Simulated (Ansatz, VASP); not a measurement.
GeSe3 in VASP and in Ansatz

```
Ge Se
1.0
     4.39883    0.00000    0.00000
     0.00000    4.39883    0.00000
     0.00000    0.00000    4.39883
Ge Se
1 3
Direct
  0.00000 0.00000 0.00000
  0.00000 0.50000 0.50000
  0.50000 0.00000 0.50000
  0.50000 0.50000 0.00000
```

Alike in both runs: task relaxation of cell and atoms; functional PBE; k mesh 10 × 10 × 10; occupations gaussian, width 0.1 eV; no spin polarisation.

|  | VASP | Ansatz |
| --- | --- | --- |
| version | VASP 6.6.1 | Ansatz 0.2.0 |
| potentials or method | VASP PAW PBE potentials, release 64 (Ge_d, Se), cutoff 600 eV | scalar-relativistic, plane waves, PAW |
| valence electrons in the cell | 32 | 62 |

```csv
,VASP,Ansatz,Ansatz less VASP
"gap on the k mesh at the Fermi level, each at its own relaxed structure (eV)",none,none,-
relaxed volume (Å³/atom),21.00,20.99,-0.013
relaxed cell length with the largest relative difference (Å),4.380,4.379,-0.0009
```

A gap of «none» marks a metal or a gap that the smearing closes. VASP's potentials hold 32 valence electrons a cell and Ansatz's 62, so a difference there can come from the potentials and not from the codes.
